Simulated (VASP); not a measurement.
Crystal: CuO.

```
Cu O
1.0
     1.97761   -2.13910    0.00000
     1.97761    2.13910    0.00000
     0.00000    0.00000    5.12132
Cu O
2 2
Cartesian
  0.9888 -1.0695 0.0000
  0.9888 1.0695 2.5607
  1.9776 0.0000 1.2803
  1.9776 0.0000 3.8410
```

Program: VASP 6.6.1. Alike in all runs: task single point; no spin polarisation; cell as given; k mesh 9 × 9 × 5; cutoff (eV) 820; smearing fermi-dirac 0.05 eV.

Question: Order these runs on this cell by their pressure, lowest first.
A. level RPBE; potentials or basis VASP PAW PBE potentials, release 64 (Cu_sv_GW, O)
B. level PBEsol; potentials or basis VASP PAW PBE potentials, release 64 (Cu_sv_GW, O)
C. level LDA; potentials or basis VASP PAW LDA potentials, release 64 (Cu_sv_GW, O)

Answer: C (-9.6 GPa), B (-3.8 GPa), A (9.2 GPa).

Caveats: the PAW data sets were made with another functional, which shifts forces and pressure a little (at least some runs); the cell stands under tension (at least some runs); the cell stands under pressure (at least some runs).
